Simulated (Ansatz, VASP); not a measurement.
## One calculation of Si3N, two programs

Contents of INCAR:

```
PREC     = Accurate       # precision mode
ENCUT    = 520            # plane-wave cutoff, eV
EDIFF    = 1E-6           # SCF threshold, eV
ISMEAR   = 0              # smearing method
SIGMA    = 0.05           # smearing width, eV
LREAL    = False          # projectors in reciprocal space
LASPH    = True           # aspherical terms in the spheres
NELM     = 100            # most SCF steps
ALGO     = Normal         # electronic algorithm
ISIF     = 2              # what is computed and relaxed
LWAVE    = False          # write WAVECAR
LCHARG   = False          # write CHGCAR
LDIPOL   = True         
IDIPOL   = 3            
DIPOL    = 0.5 0.5 0.328
GGA      = PE             # functional
IVDW     = 12             # dispersion correction
NBANDS   = 27             # bands
```

The input KPOINTS:

```
Automatic mesh
0
Gamma
  7 5 1
```

The input POSCAR:

```
Si3N
1.0
    3.8333442755      0.0000000000      0.0000000000
    0.0000000000      5.4211674636      0.0000000000
    0.0000000000      0.0000000000     22.4877586337
Si N
6 2
Direct
    0.5000000000      0.0000000000      0.1778745523
    0.0000000000      0.2500000000      0.1778745523
    0.0000000000      0.5038839981      0.2608672216
    0.5000000000      0.7461160019      0.2608672216
    0.5000000000      0.0086033066      0.3418641564
    0.0000000000      0.2413966934      0.3418641564
    0.8333333333      0.5086033066      0.5063981173
    0.8333333333      0.5086033066      0.5553136192
```

Input for Ansatz:

```yaml
crystal:
  lattice:
    - [3.8333442755, 0.0, 0.0]
    - [0.0, 5.4211674636, 0.0]
    - [0.0, 0.0, 22.4877586337]
  atoms:
    - { symbol: Si, position: [0.5, 0.0, 0.1778745523] }
    - { symbol: Si, position: [0.0, 0.25, 0.1778745523] }
    - { symbol: Si, position: [0.0, 0.5038839981, 0.2608672216] }
    - { symbol: Si, position: [0.5, 0.7461160019, 0.2608672216] }
    - { symbol: Si, position: [0.5, 0.0086033066, 0.3418641564] }
    - { symbol: Si, position: [0.0, 0.2413966934, 0.3418641564] }
    - { symbol: "N", position: [0.8333333333, 0.5086033066, 0.5063981173] }
    - { symbol: "N", position: [0.8333333333, 0.5086033066, 0.5553136192] }
basis:
  ecutwfc: 420
kpoints:
  mp_grid: { grid: [7, 5, 1] }
hamiltonian:
  xc: pbe
  pseudopotentials: { kind: paw, azcp: { folder: soft_1 } }
  dispersion: d3bj
scf:
  occupations: { method: gaussian, width: 0.05 }
output:
  forces: true
  eigenvalues: true
efield:
  axis: 3
  dipole_correction: true
  ramp_width: 0.04
```

Alike in both runs: task single point; functional PBE; dispersion D3(BJ); k mesh 7 × 5 × 1; occupations gaussian, width 0.05 eV; no spin polarisation.

|  | VASP | Ansatz |
| --- | --- | --- |
| version | VASP 6.6.1 | Ansatz 0.2.0 |
| potentials or method | VASP PAW PBE potentials, release 64 (Si, N), cutoff 520 eV | scalar-relativistic, plane waves, PAW |
| valence electrons in the cell | 34 | 34 |

Ansatz gave:

```
gap on the k mesh at the Fermi level (eV) : none
rms of the force components (eV/Å)        : 0.190
```

**Question.** What did VASP give for the same quantities?

**Answer.** gap on the k mesh at the Fermi level (eV): none; rms of the force components (eV/Å): 0.637.

Atom by atom the forces differ by 0.519 eV/Å (rms over components). A gap of «none» marks a metal or a gap that the smearing closes. One of these differences is far larger than is usual between the two programs; its cause wasn't traced.

Noted on VASP's run: the standard files for N, O and F lose accuracy on very short bonds.
